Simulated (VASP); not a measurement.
# ZnS (F-43m) in VASP: settings compared, part 2 of 2

VASP 6.6.1.

### Step 4. Single point, PBE

The input, INCAR:

```
SYSTEM = ZnS
PREC     = Accurate       ! precision mode
ENCUT    = 520            ! plane-wave cutoff, eV
EDIFF    = 1E-7           ! SCF threshold, eV
ISMEAR   = -1             ! smearing method
SIGMA    = 0.05           ! smearing width, eV
LREAL    = .False.        ! projectors in reciprocal space
LASPH    = .True.         ! aspherical terms in the spheres
NELM     = 80             ! most SCF steps
ALGO     = Normal         ! electronic algorithm
ISIF     = 2              ! what is computed and relaxed
LWAVE    = .False.        ! write WAVECAR
LCHARG   = .True.         ! write CHGCAR
GGA      = PE             ! functional
LELF     = .True.         ! ELF
LVHAR    = .True.       
NBANDS   = 16             ! bands
```

The input, KPOINTS:

```
Automatic mesh
0
Gamma
  15 15 15
  0 0 0
```

The input, POSCAR:

```
ZnS
1.0
    0.0000000000      2.7020000000      2.7020000000
    2.7020000000      0.0000000000      2.7020000000
    2.7020000000      2.7020000000      0.0000000000
Zn S
1 1
Direct
    0.7500000000      0.7500000000      0.7500000000
    0.0000000000      0.0000000000      0.0000000000
```

Potentials or basis: VASP PAW PBE potentials, release 64 (Zn, S).

The run is started by

```console
$ cat potpaw_PBE.64/Zn/POTCAR potpaw_PBE.64/S/POTCAR > POTCAR
$ mpirun -np 1 vasp_std > vasp.out
```

OUTCAR:

```text
SYSTEM = ZnS
   PREC = Accurate
   ENCUT = 520
   EDIFF = 1E-7
   ISMEAR = -1
   LREAL = .False.
   LASPH = .True.
   NELM = 80
   ISIF = 2
   GGA = PE

 ion  position               nearest neighbor table
   1  0.750  0.750  0.750-   2 2.34   2 2.34   2 2.34   2 2.34
   2  0.000  0.000  0.000-   1 2.34   1 2.34   1 2.34   1 2.34

  LATTYP: Found a face centered cubic cell.
 ALAT       =     5.4040000000

  Lattice vectors:

 A1 = (   0.0000000000,   2.7020000000,   2.7020000000)
[... 624 lines left out ...]
      3      -4.1628      2.00000
      4      -4.1624      2.00000
      5      -3.7586      2.00000
      6      -3.7157      2.00000
[... 8 lines left out ...]
     15      14.0986      0.00000
     16      16.0295      0.00000

 [... further k-points ...]
[... 5 lines left out ...]
  --------------------------------------------------------------------------------------
  -------------------------------------------------------------------------------------
  Total        0.4337754      0.4337754      0.4337754      0.0000000      0.0000000      0.0000000
  in kB       17.6152758     17.6152758     17.6152758      0.0000000      0.0000000      0.0000000
  external PRESSURE =      17.6152758 kB  Pullay stress =       0.0000000 kB

 VOLUME and BASIS-vectors are now :
 -----------------------------------------------------------------------------
  energy-cutoff  :      520.00
  volume of cell :       39.45
      direct lattice vectors                 reciprocal lattice vectors
     0.000000000  2.702000000  2.702000000    -0.185048113  0.185048113  0.185048113
     2.702000000  0.000000000  2.702000000     0.185048113 -0.185048113  0.185048113
     2.702000000  2.702000000  0.000000000     0.185048113  0.185048113 -0.185048113

 POSITION                                       TOTAL-FORCE (eV/Angst)
 -----------------------------------------------------------------------------------
      4.05300      4.05300      4.05300         0.000000      0.000000      0.000000
      0.00000      0.00000      0.00000        -0.000000     -0.000000     -0.000000
 -----------------------------------------------------------------------------------
    total drift:                                0.000001      0.000001      0.000001

  FREE ENERGIE OF THE ION-ELECTRON SYSTEM (eV)
  ---------------------------------------------------
  free  energy   TOTEN  =        -6.8473659778 eV

  energy  without entropy=       -6.8473659778  energy(sigma->0) =       -6.84736598
```

OSZICAR:

```text
N       E                     dE             d eps       ncg     rms          rms(c)
DAV:   1     0.826086049123E+02    0.82609E+02   -0.85547E+03  3840   0.134E+03
DAV:   2    -0.197178938825E+01   -0.84580E+02   -0.78460E+02  4408   0.258E+02
DAV:   3    -0.722266576777E+01   -0.52509E+01   -0.52263E+01  4856   0.606E+01
DAV:   4    -0.727401121362E+01   -0.51345E-01   -0.51334E-01  4536   0.628E+00
DAV:   5    -0.727455552311E+01   -0.54431E-03   -0.54429E-03  5072   0.617E-01    0.686E+00
DAV:   6    -0.686787084887E+01    0.40668E+00   -0.73463E-01  5808   0.300E+01    0.537E+00
DAV:   7    -0.684768669925E+01    0.20184E-01   -0.25098E-01  4712   0.451E+00    0.274E+00
DAV:   8    -0.684695940764E+01    0.72729E-03   -0.50801E-03  4936   0.860E-01    0.721E-01
DAV:   9    -0.684720400199E+01   -0.24459E-03   -0.12446E-03  4832   0.281E-01    0.963E-02
DAV:  10    -0.684737421295E+01   -0.17021E-03   -0.23195E-04  4736   0.127E-01    0.486E-02
DAV:  11    -0.684736532479E+01    0.88882E-05   -0.31639E-05  4472   0.680E-02    0.785E-03
DAV:  12    -0.684736581208E+01   -0.48729E-06   -0.37553E-06  5392   0.194E-02    0.467E-03
DAV:  13    -0.684736598828E+01   -0.17619E-06   -0.75904E-07  4760   0.677E-03    0.281E-03
DAV:  14    -0.684736597782E+01    0.10459E-07   -0.28591E-08  3576   0.179E-03
   1 F= -.68473660E+01 E0= -.68473660E+01  d E =-.247818E-10
```

Wall time 74 s (1 thread of AMD EPYC 7R43 (Zen 3), shared host); peak memory 0.17 GiB.

What came out:

- Free energy: -6.8474 eV
- Pressure: 1.8 GPa
- Band gap on the k mesh: 2.11 eV, direct

Levels at points of the mesh, in eV from the valence-band top:
```
           k point  band 6  band 7  band 8  band 9  band 10  band 11  band 12  band 13
(0.00, 0.00, 0.00)   -5.84    0.00    0.00    0.00     2.11     6.40     6.40     6.40
```

### Step 5. Single point, r2SCAN

This run uses another cell than the first one, of 18.54 Å³/atom, 0.940 times its volume.

The input, POSCAR:

```
ZnS
1.0
    0.0000000000      2.6468416657      2.6468416657
    2.6468416657      0.0000000000      2.6468416657
    2.6468416657      2.6468416657      0.0000000000
Zn S
1 1
Direct
    0.7500000000      0.7500000000      0.7500000000
    0.0000000000      0.0000000000      0.0000000000
```

The input, INCAR.step1:

```
SYSTEM = ZnS
ALGO = Normal
EDIFF = 1E-4
ENCUT = 520
GGA = PE
ISMEAR = -1
LASPH = .True.
LCHARG = .False.
LREAL = .False.
LWAVE = .True.
NBANDS = 16
NELM = 60
PREC = Accurate
SIGMA = 0.05
```

The input, INCAR.step2:

```
SYSTEM = ZnS
ALGO = Normal
EDIFF = 1E-6
ENCUT = 520
ISIF = 2
ISMEAR = -1
ISTART = 1
LASPH = .True.
LCHARG = .True.
LELF = .True.
LMIXTAU = .True.
LREAL = .False.
LVHAR = .True.
LWAVE = .False.
METAGGA = R2SCAN
NBANDS = 16
NELM = 60
PREC = Accurate
SIGMA = 0.05
```

The input, KPOINTS:

```
k-points
0
Gamma
  9 9 9
  0 0 0
```

The run is started by

```console
$ cat potpaw_PBE.64/Zn/POTCAR potpaw_PBE.64/S/POTCAR > POTCAR
$ cp INCAR.step1 INCAR
$ mpirun -np 1 vasp_std > vasp.out
$ cp INCAR.step2 INCAR
$ mpirun -np 1 vasp_std > vasp.out
```

Wall time 2.4 min (1 thread of Intel Xeon 8259CL, shared host); peak memory 0.17 GiB.

The run converged. Its results:

| Quantity | Value |
| --- | --- |
| Free energy | -18.8379 eV |
| Pressure | 4.7 GPa |
| Band gap on the k mesh | 2.97 eV, direct |

Levels at points of the mesh, in eV from the valence-band top:
```tsv
k point	band 6	band 7	band 8	band 9	band 10	band 11	band 12	band 13
(0.00, 0.00, 0.00)	-6.14	0.00	0.00	0.00	2.97	6.85	6.85	6.85
```

Caveat: the PAW data sets were made with another functional, which shifts forces and pressure a little. r2SCAN opens gaps a little over a GGA but as a rule still falls short of measured ones.

### Step 6. Single point, r2SCAN

This run uses another cell than the first one, of 19.33 Å³/atom, 0.980 times its volume.

The input, POSCAR:

```
ZnS
1.0
    0.0000000000      2.6838652254      2.6838652254
    2.6838652254      0.0000000000      2.6838652254
    2.6838652254      2.6838652254      0.0000000000
Zn S
1 1
Direct
    0.7500000000      0.7500000000      0.7500000000
    0.0000000000      0.0000000000      0.0000000000
```

The input, INCAR.step1:

```
SYSTEM = ZnS
ALGO     = Normal         ! electronic algorithm
EDIFF    = 1E-4           ! SCF threshold, eV
ENCUT    = 520            ! plane-wave cutoff, eV
GGA      = PE             ! functional
ISMEAR   = -1             ! smearing method
LASPH    = .True.         ! aspherical terms in the spheres
LCHARG   = .False.        ! write CHGCAR
LREAL    = .False.        ! projectors in reciprocal space
LWAVE    = .True.         ! write WAVECAR
NBANDS   = 16             ! bands
NELM     = 100            ! most SCF steps
PREC     = Accurate       ! precision mode
SIGMA    = 0.05           ! smearing width, eV
```

The input, INCAR.step2:

```
SYSTEM = ZnS
ALGO     = Normal         ! electronic algorithm
EDIFF    = 1E-6           ! SCF threshold, eV
ENCUT    = 520            ! plane-wave cutoff, eV
ISIF     = 2              ! what is computed and relaxed
ISMEAR   = -1             ! smearing method
ISTART   = 1            
LASPH    = .True.         ! aspherical terms in the spheres
LCHARG   = .False.        ! write CHGCAR
LMIXTAU  = .True.       
LREAL    = .False.        ! projectors in reciprocal space
LWAVE    = .False.        ! write WAVECAR
METAGGA  = R2SCAN         ! meta-GGA
NBANDS   = 16             ! bands
NELM     = 100            ! most SCF steps
PREC     = Accurate       ! precision mode
SIGMA    = 0.05           ! smearing width, eV
```

KPOINTS is that of step 5.

Potentials or basis: VASP PAW PBE potentials, release 64 (Zn, S).

The run is started by

```console
$ cat potpaw_PBE.64/Zn/POTCAR potpaw_PBE.64/S/POTCAR > POTCAR
$ cp INCAR.step1 INCAR
$ mpirun -np 1 vasp_std > vasp.out
$ cp INCAR.step2 INCAR
$ mpirun -np 1 vasp_std > vasp.out
```

Run time: 2.1 min. Hardware: 1 thread of Intel Xeon 8259CL, shared host; peak memory 0.17 GiB.

The run converged. Its results:

| Property | Result |
| --- | --- |
| Free energy | -18.8650 eV |
| Pressure | 0.9 GPa |
| Band gap on the k mesh | 2.77 eV, direct |

Levels at points of the mesh, in eV from the valence-band top:
| k point | band 6 | band 7 | band 8 | band 9 | band 10 | band 11 | band 12 | band 13 |
| --- | --- | --- | --- | --- | --- | --- | --- | --- |
| (0.00, 0.00, 0.00) | -6.01 | 0.00 | 0.00 | 0.00 | 2.77 | 6.89 | 6.89 | 6.89 |

Caveat: the PAW data sets were made with another functional, which shifts forces and pressure a little.

### Step 7. Overview

| task | level | cell | k mesh | cutoff (eV) | gap on the mesh (eV) | pressure (GPa) | relaxed volume (Å³/atom) |
| --- | --- | --- | --- | --- | --- | --- | --- |
| relaxation of cell and atoms | revPBE | relaxed from a = 3.821 Å, angles 60.0°, 2 atoms | 9 × 9 × 9 | 600 | 2.02 | 0.1 | 20.75 |
| relaxation of cell and atoms | BLYP+D3(BJ) | relaxed from a = 3.821 Å, angles 60.0°, 2 atoms | 9 × 9 × 9 | 600 | 2.17 | 0.0 | 19.55 |
| single point | PBE | a = 3.821 Å, angles 60.0°, 2 atoms | 15 × 15 × 15 | 520 | 2.11 | 1.8 | - |
| single point | r2SCAN | a = 3.743 Å, angles 60.0°, 2 atoms | 9 × 9 × 9 | 520 | 2.97 | 4.7 | - |
| single point | r2SCAN | a = 3.796 Å, angles 60.0°, 2 atoms | 9 × 9 × 9 | 520 | 2.77 | 0.9 | - |

Alike in all rows: potentials or basis VASP PAW PBE potentials, release 64 (Zn, S); no spin polarisation; smearing fermi-dirac 0.05 eV.

Caveats: the PAW data sets were made with another functional, which shifts forces and pressure a little (some runs).

Total energies depend on the potentials used, so only differences within one code and one set of settings carry meaning.

### Step 8. How close it comes

Step 4. A measured gap of ZnS is 3.85 eV (direct; 19 K; quoted in “Electronic, vibrational, and thermodynamic properties of ZnS (zincblende and rocksalt structure)”, 2009, arxiv:0911.5022); the calculated 2.11 eV misses it by -1.74 eV. The value is that of PBE on a finite k mesh, which can miss the band edges, without temperature or zero-point motion. Semilocal functionals fall short of measured gaps as a rule.

Step 6. A measured gap of ZnS is 3.85 eV (direct; 19 K; quoted in “Electronic, vibrational, and thermodynamic properties of ZnS (zincblende and rocksalt structure)”, 2009, arxiv:0911.5022); the calculated 2.77 eV misses it by -1.08 eV. The value is that of r2SCAN, without temperature or zero-point motion.
